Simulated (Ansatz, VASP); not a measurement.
# Two plane-wave programs on GaP

Contents of INCAR:

```
SYSTEM = GaP
PREC = Accurate
ENCUT = 500
EDIFF = 1E-7
ISMEAR = 0
SIGMA = 0.01
LREAL = .False.
LASPH = .True.
NELM = 120
ALGO = Normal
ISIF = 3
LWAVE = .False.
LCHARG = .False.
GGA = PE
IBRION = 2
NSW = 80
EDIFFG = -0.01
GGA_COMPAT = .False.
NELMIN = 4
```

Contents of KPOINTS:

```
regular mesh
0
Gamma
  6 6 6
  0 0 0
```

The input POSCAR:

```
GaP
1.0
    0.0000000000      2.7252500000      2.7252500000
    2.7252500000      0.0000000000      2.7252500000
    2.7252500000      2.7252500000      0.0000000000
Ga P
1 1
Direct
    0.0000000000      0.0000000000      0.0000000000
    0.7500000000      0.7500000000      0.7500000000
```

Input for Ansatz:

```yaml
crystal:
  lattice:
    bravais: fcc
    a: 5.4505
  space_group: 216
  atoms:
    - { symbol: Ga, position: [0.0, 0.0, 0.0] }
    - { symbol: P, position: [0.25, 0.25, 0.75] }
  reduce_to_primitive: true
kpoints:
  mp_grid:
    grid: [6, 6, 6]
    shift: [0.0, 0.0, 0.0]
hamiltonian:
  xc: pbe
  dispersion: none
scf:
  convergence:
    dr2_threshold: 1.0e-10
  occupations:
    method: fixed
relax:
  cell: {}
```

Alike in both runs: task relaxation of cell and atoms; functional PBE; k mesh 6 × 6 × 6; no spin polarisation.

|  | VASP | Ansatz |
| --- | --- | --- |
| version | VASP 6.6.1 | Ansatz 0.2.0 |
| potentials or method | VASP PAW PBE potentials, release 64 (Ga_d, P) | plane waves, PAW |
| plane-wave cutoff (eV) | 500 | 420 |
| occupations | gaussian, width 0.01 eV | fixed |
| valence electrons in the cell | 18 | 18 |

```tsv
	VASP	Ansatz	Ansatz less VASP
relaxed volume (Å³/atom)	20.86	20.86	-0.001
relaxed cell length with the largest relative difference (Å)	3.893	3.893	-0.0001
```
